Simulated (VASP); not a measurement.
# KBr (Fm-3m) in VASP: further runs

KBr is run at these levels: PBE, LDA, r2SCAN; tasks: single point.

Program: VASP 6.6.1. These are calculated values, not measurements. Logs are shortened: lines on timing, memory, paths and dates and some standing lists are left out, and cuts for length are marked.

**1. The cell of the first run**

Symmetry: Fm-3m, No. 225, cubic system. The conventional cell has a = 6.604 Å, b = 6.604 Å, c = 6.604 Å, α = 90.00°, β = 90.00°, γ = 90.00°. Within 4.3 Å of K (site symmetry m-3m) lie 6 Br at 3.30 Å. Within 4.3 Å of Br (site symmetry m-3m) lie 6 K at 3.30 Å.

**2. Single point, PBE**

File INCAR:

```
SYSTEM = KBr
PREC = Accurate
ENCUT = 520
EDIFF = 1E-6
ISMEAR = 1
SIGMA = 0.5
LREAL = .FALSE.
LASPH = .TRUE.
NELM = 60
ALGO = Normal
ISIF = 2
LWAVE = .FALSE.
LCHARG = .FALSE.
GGA = PE
NBANDS = 15
```

File KPOINTS:

```
regular mesh
0
G
  4 4 4
  0 0 0
```

File POSCAR:

```
KBr
1.0
    0.0000000000      3.3022478341      3.3022478341
    3.3022478341      0.0000000000      3.3022478341
    3.3022478341      3.3022478341      0.0000000000
K Br
1 1
Direct
    0.0000000000      0.0000000000      0.0000000000
    0.5000000000      0.5000000000      0.5000000000
```

Potentials or basis: VASP PAW PBE potentials, release 64 (K_sv, Br).

Run with:

```
> cat potpaw_PBE.64/K_sv/POTCAR potpaw_PBE.64/Br/POTCAR > POTCAR
> mpirun -np 1 vasp_std > vasp.out
```

OUTCAR:

```text
SYSTEM = KBr
   PREC = Accurate
   ENCUT = 520
   EDIFF = 1E-6
   ISMEAR = 1
   LREAL = .FALSE.
   LASPH = .TRUE.
   NELM = 60
   ISIF = 2
   GGA = PE

 ion  position               nearest neighbor table
   1  0.000  0.000  0.000-   2 3.30   2 3.30   2 3.30   2 3.30   2 3.30   2 3.30
   2  0.500  0.500  0.500-   1 3.30   1 3.30   1 3.30   1 3.30   1 3.30   1 3.30

  LATTYP: Found a face centered cubic cell.
 ALAT       =     6.6044956682

  Lattice vectors:

 A1 = (   0.0000000000,   3.3022478341,   3.3022478341)
 A2 = (   3.3022478341,   0.0000000000,   3.3022478341)
 A3 = (   3.3022478341,   3.3022478341,   0.0000000000)

Analysis of symmetry for initial positions (statically):
=====================================================================
 Subroutine PRICEL returns:
 Original cell was already a primitive cell.

 Routine SETGRP: Setting up the symmetry group for a
 face centered cubic supercell.

 Subroutine GETGRP returns: Found 48 space group operations
 (whereof 48 operations were pure point group operations)
 out of a pool of 48 trial point group operations.

The static configuration has the point symmetry O_h .

Analysis of symmetry for dynamics (positions and initial velocities):
=====================================================================
 Subroutine PRICEL returns:
 Original cell was already a primitive cell.

 Routine SETGRP: Setting up the symmetry group for a
 face centered cubic supercell.

 Subroutine GETGRP returns: Found 48 space group operations
 (whereof 48 operations were pure point group operations)
 out of a pool of 48 trial point group operations.

The dynamic configuration has the point symmetry O_h .

 Subroutine INISYM returns: Found 48 space group operations
 (whereof 48 operations are pure point group operations),
 and found     1 'primitive' translations

----------------------------------------------------------------------------------------

                                     Primitive cell

  volume of cell :      72.0210

  direct lattice vectors                    reciprocal lattice vectors
     0.000000000  3.302247834  3.302247834    -0.151412015  0.151412015  0.151412015
     3.302247834  0.000000000  3.302247834     0.151412015 -0.151412015  0.151412015
     3.302247834  3.302247834  0.000000000     0.151412015  0.151412015 -0.151412015

  length of vectors
     4.670083673  4.670083673  4.670083673     0.262253304  0.262253304  0.262253304

  position of ions in fractional coordinates (direct lattice)
     0.000000000  0.000000000  0.000000000
     0.500000000  0.500000000  0.500000000

  ion indices of the primitive-cell ions
   primitive index   ion index
                 1           1
                 2           2

----------------------------------------------------------------------------------------

 KPOINTS: regular mesh

Automatic generation of k-mesh.
 Grid dimensions read from file:
 generate k-points for:    4    4    4

 Generating k-lattice:

  Cartesian coordinates                     Fractional coordinates (reciprocal lattice)
    -0.037853004  0.037853004  0.037853004     0.250000000  0.000000000  0.000000000
     0.037853004 -0.037853004  0.037853004     0.000000000  0.250000000  0.000000000
     0.037853004  0.037853004 -0.037853004     0.000000000  0.000000000  0.250000000

  Length of vectors
     0.065563326  0.065563326  0.065563326

  Shift w.r.t. Gamma in fractional coordinates (k-lattice)
     0.000000000  0.000000000  0.000000000

 Subroutine IBZKPT returns following result:
 ===========================================

 Found      8 irreducible k-points:

 Following reciprocal coordinates:
            Coordinates               Weight
  0.000000  0.000000  0.000000      1.000000
  0.250000  0.000000  0.000000      8.000000
  0.500000  0.000000  0.000000      4.000000
  0.250000  0.250000  0.000000      6.000000
  0.500000  0.250000  0.000000     24.000000
 -0.250000  0.250000  0.000000     12.000000
  0.500000  0.500000  0.000000      3.000000
 -0.250000  0.500000  0.250000      6.000000
   k-points           NKPTS =      8   k-points in BZ     NKDIM =      8   number of bands    NBANDS=     15
   number of dos      NEDOS =    301   number of ions     NIONS =      2
   total plane-waves  NPLWV =  46656
   dimension x,y,z NGX =    36 NGY =   36 NGZ =   36
   dimension x,y,z NGXF=    72 NGYF=   72 NGZF=   72
   ions per type =               1   1
   NGX,Y,Z   is equivalent  to a cutoff of  12.82, 12.82, 12.82 a.u.
   NGXF,Y,Z  is equivalent  to a cutoff of  25.63, 25.63, 25.63 a.u.
 SYSTEM =  KBr
   PREC   = accura    normal or accurate (medium, high low for compatibility)
   ISTART =      0    job   : 0-new  1-cont  2-samecut
   ICHARG =      2    charge: 1-file 2-atom 10-const
   ISPIN  =      1    spin polarized calculation?
   LNONCOLLINEAR =      F non collinear calculations
   LSORBIT =      F    spin-orbit coupling
   LASPH  =      T    aspherical Exc in radial PAW
   ENCUT  =  520.0 eV  38.22 Ry    6.18 a.u.   8.68  8.68  8.68*2*pi/ulx,y,z
   NELM   =     60;   NELMIN=  2; NELMDL= -5     # of ELM steps
   EDIFF  = 0.1E-05   stopping-criterion for ELM
   LREAL  =      F    real-space projection
   EDIFFG = 0.1E-04   stopping-criterion for IOM
   NSW    =      0    number of steps for IOM
   IBRION =     -1    ionic relax: 0-MD 1-quasi-New 2-CG
   NFREE  =      0    steps in history (QN), initial steepest desc. (CG)
   ISIF   =      2    stress and relaxation
   ISYM   =      2    0-nonsym 1-usesym 2-fastsym
   POTIM  = 0.5000    time-step for ionic-motion
   TEBEG  =    0.0;   TEEND  =   0.0 temperature during run
   PSTRESS=    0.0 pullay stress
   NELECT =      16.0000    total number of electrons
   NUPDOWN=      -1.0000    fix difference up-down
   EMIN   =  10.00;   EMAX   =-10.00  energy-range for DOS
   EFERMI =   0.00;   METHOD = LEGACY
   ISMEAR =     1;   SIGMA  =   0.50  broadening in eV -4-tet -1-fermi 0-gaus
   EFERMI_NEDOS =   21; number of points for ismear=-14 and -15
   IALGO  =     38    algorithm
   IMIX   =      4    mixing-type and parameters
     AMIX     =   0.40;   BMIX     =  1.00
     AMIX_MAG =   1.60;   BMIX_MAG =  1.00
  volume/ion in A,a.u.               =      36.01       243.01
  Fermi-wavevector in a.u.,A,eV,Ry     =   0.991506  1.873674 13.375661  0.983083
  Thomas-Fermi vector in A             =   2.123252
   LORBIT       =      0    0 simple, 1 ext, 2 COOP (PROOUT), +10 PAW based schemes
   GGA     = PE    functional components
   LHFCALC =     F    Hartree Fock is set to
   AEXX    =    0.0000 exact exchange contribution
   IVDW    =     0    specifies the selected vdW correction
   LEPSILON=     F    determine dielectric tensor
   LRPA    =     F    only Hartree local field effects (RPA)
 non-spin polarized calculation
 Methfessel and Paxton  Order N= 1 SIGMA  =   0.50
  energy-cutoff  :      520.00
  volume of cell :       72.02
 maximum number of plane-waves:      1964
 NGX is ok and might be reduce to    36
   NGX = 17   NGY = 17   NGZ = 17

 number of electron      15.9999997 magnetization

 Free energy of the ion-electron system (eV)
  ---------------------------------------------------
  ext. energy  EPLUGINS =         0.00000000
  ---------------------------------------------------
  free energy    TOTEN  =        -6.16667126 eV

  energy without entropy =       -6.25069229  energy(sigma->0) =       -6.19467827

 E-fermi :  -1.6219     XC(G=0):  -7.3665

 val. band max:       -1.7606522651   @ k =   0.0000   0.0000   0.0000
 cond. band min:       2.6744039952   @ k =   0.0000   0.0000   0.0000
 fundamental gap:      4.4350562603
 Fermi energy:        -1.6218538748

 k-point     1 :       0.0000    0.0000    0.0000
  band No.  band energies     occupation
      1     -29.5288      2.00000
      2     -14.0534      2.00000
      3     -13.0063      2.00000
      4     -13.0063      2.00000
      5     -13.0063      2.00000
      6      -1.7607      1.45037
      7      -1.7607      1.45037
      8      -1.7607      1.45037
      9       2.6744     -0.00000
     10       5.8530     -0.00000
     11       5.8530     -0.00000
     12       5.8530     -0.00000
     13       6.6763     -0.00000
     14       6.6763     -0.00000
     15       9.8417      0.00000

 k-point     2 :       0.2500    0.0000    0.0000
  band No.  band energies     occupation
      1     -29.5260      2.00000
      2     -14.1481      2.00000
      3     -13.0091      2.00000
      4     -13.0091      2.00000
      5     -12.8767      2.00000
      6      -2.4283      2.04495
      7      -1.9326      1.85883
      8      -1.9326      1.85883
      9       3.9245     -0.00000
     10       5.7328     -0.00000
     11       6.5547     -0.00000
     12       6.5547     -0.00000
     13       7.4441     -0.00000
     14       7.4441     -0.00000
     15      10.4581      0.00000

 k-point     3 :       0.5000    0.0000    0.0000
  band No.  band energies     occupation
      1     -29.5232      2.00000
      2     -14.2269      2.00000
      3     -13.0118      2.00000
      4     -13.0118      2.00000
      5     -12.7620      2.00000
      6      -2.9331      2.00132
      7      -2.0911      2.03504
      8      -2.0911      2.03504
      9       4.8319     -0.00000
     10       6.4730     -0.00000
     11       8.0095     -0.00000
     12       8.0095     -0.00000
     13       8.3160     -0.00000
     14       8.3160     -0.00000
     15       9.1720      0.00000

 k-point     4 :       0.2500    0.2500    0.0000
  band No.  band energies     occupation
      1     -29.5251      2.00000
      2     -14.0989      2.00000
      3     -13.0240      2.00000
      4     -13.0240      2.00000
      5     -12.9214      2.00000
      6      -2.4628      2.03868
      7      -1.9219      1.84012
      8      -1.9219      1.84012
      9       4.1382     -0.00000
     10       4.7803     -0.00000
     11       7.0946     -0.00000
     12       7.2978     -0.00000
     13       7.2978     -0.00000
     14       7.8588     -0.00000
     15       9.9372      0.00000

 k-point     5 :       0.5000    0.2500    0.0000
  band No.  band energies     occupation
      1     -29.5224      2.00000
      2     -14.1081      2.00000
      3     -13.0459      2.00000
      4     -13.0269      2.00000
      5     -12.8939      2.00000
      6      -2.6406      2.01413
      7      -2.2205      2.07068
      8      -2.0683      2.02029
      9       4.9011     -0.00000
     10       5.8095     -0.00000
     11       7.1892     -0.00000
     12       7.8909     -0.00000
     13       7.9936     -0.00000
     14       8.4630      0.00000
     15       9.1665      0.00000

 k-point     6 :      -0.2500    0.2500    0.0000
  band No.  band energies     occupation
      1     -29.5233      2.00000
      2     -14.1555      2.00000
      3     -13.0463      2.00000
      4     -13.0120      2.00000
      5     -12.8349      2.00000
      6      -2.6701      2.01156
      7      -2.1613      2.06299
      8      -2.0792      2.02772
      9       5.1289     -0.00000
     10       5.7094     -0.00000
     11       7.0713     -0.00000
     12       7.1896     -0.00000
     13       7.8713     -0.00000
     14       8.9185      0.00000
     15       9.2346      0.00000

 k-point     7 :       0.5000    0.5000    0.0000
  band No.  band energies     occupation
      1     -29.5216      2.00000
      2     -13.9561      2.00000
      3     -13.0960      2.00000
      4     -13.0420      2.00000
      5     -13.0420      2.00000
      6      -2.5702      2.02200
      7      -2.0449      2.00185
      8      -2.0449      2.00185
      9       4.1148     -0.00000
     10       5.4398     -0.00000
     11       7.6156     -0.00000
     12       7.7406     -0.00000
     13       7.9172     -0.00000
     14       9.0218      0.00000
     15       9.0218      0.00000

 k-point     8 :      -0.2500    0.5000    0.2500
  band No.  band energies     occupation
      1     -29.5215      2.00000
      2     -14.0508      2.00000
      3     -13.0688      2.00000
      4     -13.0688      2.00000
      5     -12.9123      2.00000
      6      -2.3450      2.05993
      7      -2.3450      2.05993
      8      -2.2942      2.06717
      9       5.6314     -0.00000
     10       5.6314     -0.00000
     11       6.4990     -0.00000
     12       7.2444     -0.00000
     13       8.9367      0.00000
     14       9.0466      0.00000
     15       9.2652      0.00000

------------------------ aborting loop because EDIFF is reached ----------------------------------------

  FORCE on cell =-STRESS in cart. coord.  units (eV):
  Direction    XX          YY          ZZ          XY          YZ          ZX
  --------------------------------------------------------------------------------------
  -------------------------------------------------------------------------------------
  Total        0.2689613      0.2689613      0.2689613      0.0000000      0.0000000     -0.0000000
  in kB        5.9833088      5.9833088      5.9833088      0.0000000      0.0000000     -0.0000000
  external PRESSURE =       5.9833088 kB  Pullay stress =       0.0000000 kB

 VOLUME and BASIS-vectors are now :
 -----------------------------------------------------------------------------
  energy-cutoff  :      520.00
  volume of cell :       72.02
      direct lattice vectors                 reciprocal lattice vectors
     0.000000000  3.302247834  3.302247834    -0.151412015  0.151412015  0.151412015
     3.302247834  0.000000000  3.302247834     0.151412015 -0.151412015  0.151412015
     3.302247834  3.302247834  0.000000000     0.151412015  0.151412015 -0.151412015

 POSITION                                       TOTAL-FORCE (eV/Angst)
 -----------------------------------------------------------------------------------
      0.00000      0.00000      0.00000        -0.000000     -0.000000     -0.000000
      3.30225      3.30225      3.30225         0.000000      0.000000      0.000000
 -----------------------------------------------------------------------------------
    total drift:                                0.000000      0.000000      0.000000

  FREE ENERGIE OF THE ION-ELECTRON SYSTEM (eV)
  ---------------------------------------------------
  free  energy   TOTEN  =        -6.1666712606 eV

  energy  without entropy=       -6.2506922888  energy(sigma->0) =       -6.19467827
```

It took 26 s on 1 thread of Intel Xeon 8259CL, shared host; peak memory 0.2 GiB.

Results:

| Quantity | Value |
| --- | --- |
| Free energy | -6.1667 eV |
| Pressure | 0.6 GPa |
| Band gap on the k mesh | 4.44 eV |

**3. Single point, LDA**

File INCAR:

```
SYSTEM = KBr
  PREC = Accurate
  ENCUT = 520
  EDIFF = 1E-6
  ISMEAR = 0
  SIGMA = 0.01
  LREAL = .FALSE.
  LASPH = .TRUE.
  NELM = 60
  ALGO = Normal
  ISIF = 2
  LWAVE = .FALSE.
  LCHARG = .FALSE.
  NBANDS = 15
```

KPOINTS is that of step 2.

POSCAR is that of step 2.

Potentials or basis: VASP PAW LDA potentials, release 64 (K_sv, Br).

Run with:

```
> cat potpaw_LDA.64/K_sv/POTCAR potpaw_LDA.64/Br/POTCAR > POTCAR
> mpirun -np 1 vasp_std > vasp.out
```

It took 17 s on 1 thread of Intel Xeon 8259CL, shared host; peak memory 0.17 GiB.

It converged, with:

| Item | Value |
| --- | --- |
| Free energy | -6.7953 eV |
| Pressure | -1.6 GPa |
| Band gap on the k mesh | 4.03 eV |

Levels at points of the mesh, in eV from the valence-band top:
| k point | band 6 | band 7 | band 8 | band 9 | band 10 | band 11 |
| --- | --- | --- | --- | --- | --- | --- |
| (0.00, 0.00, 0.00) | 0.00 | 0.00 | 0.00 | 4.03 | 7.34 | 7.34 |
| (0.50, 0.00, 0.00) | -1.25 | -0.35 | -0.35 | 6.24 | 7.92 | 9.52 |
| (0.50, 0.50, 0.00) | -0.85 | -0.30 | -0.30 | 5.56 | 6.85 | 9.13 |

**4. Single point, r2SCAN**

POSCAR is that of step 3.

File INCAR.step1:

```
SYSTEM = KBr
PREC = Accurate
ENCUT = 520
ISMEAR = 0
SIGMA = 0.01
LREAL = .FALSE.
LASPH = .TRUE.
NELM = 100
NBANDS = 15
GGA = PE
ALGO = Normal
EDIFF = 1E-4
LWAVE = .TRUE.
LCHARG = .FALSE.
```

File INCAR.step2:

```
SYSTEM = KBr
PREC = Accurate
ENCUT = 520
EDIFF = 1E-7
ISMEAR = 0
SIGMA = 0.01
LREAL = .FALSE.
LASPH = .TRUE.
NELM = 100
ALGO = Normal
ISIF = 2
LWAVE = .FALSE.
LCHARG = .FALSE.
METAGGA = R2SCAN
LMIXTAU = .TRUE.
NBANDS = 15
ISTART = 1
```

File KPOINTS:

```
Automatic mesh
0
G
  4 4 4
  0 0 0
```

Potentials or basis: VASP PAW PBE potentials, release 64 (K_sv, Br).

Run with:

```
> cat potpaw_PBE.64/K_sv/POTCAR potpaw_PBE.64/Br/POTCAR > POTCAR
> cp INCAR.step1 INCAR
> mpirun -np 1 vasp_std > vasp.out
> cp INCAR.step2 INCAR
> mpirun -np 1 vasp_std > vasp.out
```

Run time: 2.5 min. Hardware: 1 thread of Intel Xeon 8259CL, shared host; peak memory 0.21 GiB.

Results (log left out):

```yaml
Free_energy: -23.2484 eV
Pressure: 0.0 GPa
Band_gap_on_the_k_mesh: 5.07 eV
```

Levels at points of the mesh, in eV from the valence-band top:
```csv
k point,band 5,band 6,band 7,band 8,band 9,band 10,band 11,band 12
"(0.00, 0.00, 0.00)",-11.59,0.00,0.00,0.00,5.07,8.24,8.24,8.24
"(0.50, 0.00, 0.00)",-11.35,-1.16,-0.33,-0.33,7.13,8.86,10.53,10.53
"(0.50, 0.50, 0.00)",-11.63,-0.82,-0.29,-0.29,6.36,8.02,10.12,10.20
```

Caveat: the PAW data sets were made with another functional, which shifts forces and pressure a little.

**5. Summary**

```csv
level,potentials or basis,smearing,gap on the mesh (eV),pressure (GPa)
PBE,"VASP PAW PBE potentials, release 64 (K_sv, Br)",methfessel-paxton 0.5 eV,4.44,0.6
LDA,"VASP PAW LDA potentials, release 64 (K_sv, Br)",gaussian 0.01 eV,4.03,-1.6
r2SCAN,"VASP PAW PBE potentials, release 64 (K_sv, Br)",gaussian 0.01 eV,5.07,0.0
```

Alike in all rows: task single point; no spin polarisation; cell as given; k mesh 4 × 4 × 4; cutoff (eV) 520.

Caveats: the PAW data sets were made with another functional, which shifts forces and pressure a little (at least some runs).

Absolute energies hang on the potentials; compare differences alone.
